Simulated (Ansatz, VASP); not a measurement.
# Two plane-wave programs on TiO2

Contents of INCAR:

```
PREC     = Accurate       # precision mode
ENCUT    = 520            # plane-wave cutoff, eV
EDIFF    = 1E-6           # SCF threshold, eV
ISMEAR   = 0              # smearing method
SIGMA    = 0.05           # smearing width, eV
LREAL    = F              # projectors in reciprocal space
LASPH    = T              # aspherical terms in the spheres
NELM     = 150            # most SCF steps
ALGO     = Normal         # electronic algorithm
ISIF     = 2              # what is computed and relaxed
LWAVE    = F              # write WAVECAR
LCHARG   = F              # write CHGCAR
LMAXMIX  = 4              # l up to which the mixer works
LDAU     = T              # DFT+U
LDAUTYPE = 2            
LDAUL    = 2 -1           # shell
LDAUU    = 4 0            # U, eV
LDAUJ    = 0 0          
LDAUPRINT= 1            
GGA      = PE             # functional
NBANDS   = 33             # bands
```

File KPOINTS:

```
regular mesh
0
Gamma
  6 6 10
```

File POSCAR:

```
TiO2
1.0
    4.6403824120      0.0000000000      0.0000000000
    0.0000000000      4.6403824120      0.0000000000
    0.0000000000      0.0000000000      3.0063836717
Ti O
2 4
Direct
    0.0000000000      0.0000000000      0.0389117058
    0.5000000000      0.5000000000      0.5389117058
    0.3056475955      0.3056475955     -0.0582094700
    0.1943524045      0.8056475955      0.4417905300
    0.6943524045      0.6943524045     -0.0582094700
    0.8056475955      0.1943524045      0.4417905300
```

Input for Ansatz:

```yaml
crystal:
  lattice:
    - [4.640382412, 0.0, 0.0]
    - [0.0, 4.640382412, 0.0]
    - [0.0, 0.0, 3.0063836717]
  atoms:
    - { symbol: Ti, position: [0.0, 0.0, 0.0389117058] }
    - { symbol: Ti, position: [0.5, 0.5, 0.5389117058] }
    - { symbol: O, position: [0.3056475955, 0.3056475955, -0.05820947] }
    - { symbol: O, position: [0.1943524045, 0.8056475955, 0.44179053] }
    - { symbol: O, position: [0.6943524045, 0.6943524045, -0.05820947] }
    - { symbol: O, position: [0.8056475955, 0.1943524045, 0.44179053] }
basis:
  ecutwfc: 420
kpoints:
  mp_grid: { grid: [6, 6, 10] }
hamiltonian:
  xc: pbe
  hubbard: { sites: [{ species: Ti, l: d, u_eff: 4.0 }] }
scf:
  occupations: { method: gaussian, width: 0.05 }
output:
  forces: true
  stress: true
  eigenvalues: true
```

Change from the starting cell: mode 8 (209.9 1/cm) frozen in, largest displacement +0.175 Å.

Alike in both runs: task single point; functional PBE; k mesh 6 × 6 × 10; occupations gaussian, width 0.05 eV; no spin polarisation; Hubbard terms Ti d U = 4.0 eV.

|  | VASP | Ansatz |
| --- | --- | --- |
| version | VASP 6.6.1 | Ansatz 0.2.0 |
| potentials or method | VASP PAW PBE potentials, release 64 (Ti_sv, O), cutoff 520 eV | scalar-relativistic, plane waves, PAW |
| valence electrons in the cell | 48 | 48 |

|  | VASP | Ansatz | Ansatz less VASP |
| --- | --- | --- | --- |
| gap on the k mesh at the Fermi level (eV) | 3.08 | 3.04 | -0.039 |
| least direct gap on the mesh (eV) | 3.51 | 3.46 | -0.043 |
| pressure (GPa) | 16.6 | 11.4 | -5.28 |
| traceless stress, the component that is largest in VASP (GPa) | 4.30 | 3.27 | -1.031 |
| rms of the force components (eV/Å) | 1.598 | 1.165 | -0.4326 |

The programs project onto different local orbitals, so the same U acts differently, and such runs can settle in different states. Atom by atom the forces differ by 0.433 eV/Å (rms over components).
